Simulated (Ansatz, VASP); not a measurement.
# K: VASP beside Ansatz

```
K
1.0
     6.28478   -4.98690    0.00000
     6.28478    4.98690    0.00000
     0.00000    0.00000    9.76708
K
8
Cartesian
  9.3869 0.0000 4.8835
  3.1827 0.0000 4.8835
  6.2848 2.6021 2.5522
  6.2848 -2.3848 2.3313
  9.4675 0.0000 0.0000
  3.1021 0.0000 0.0000
  6.2848 2.3848 7.4358
  6.2848 -2.6021 7.2148
```

Alike in both runs: task relaxation of cell and atoms; functional PBE; k mesh 6 × 6 × 4; occupations gaussian, width 0.1 eV; no spin polarisation.

|  | VASP | Ansatz |
| --- | --- | --- |
| version | VASP 6.6.1 | Ansatz 0.2.0 |
| potentials or method | VASP PAW PBE potentials, release 64 (K_sv), cutoff 500 eV | scalar-relativistic, plane waves, PAW |
| valence electrons in the cell | 72 | 72 |

Ansatz gave:

| Quantity | Value |
| --- | --- |
| gap on the k mesh at the Fermi level, each at its own relaxed structure (eV) | none |
| relaxed volume (Å³/atom) | 73.63 |
| relaxed cell length with the largest relative difference (Å) | 9.770 |

Q: What did VASP give for the same quantities?

A: gap on the k mesh at the Fermi level, each at its own relaxed structure (eV): none; relaxed volume (Å³/atom): 73.72; relaxed cell length with the largest relative difference (Å): 9.554.

A gap of «none» marks a metal or a gap that the smearing closes.
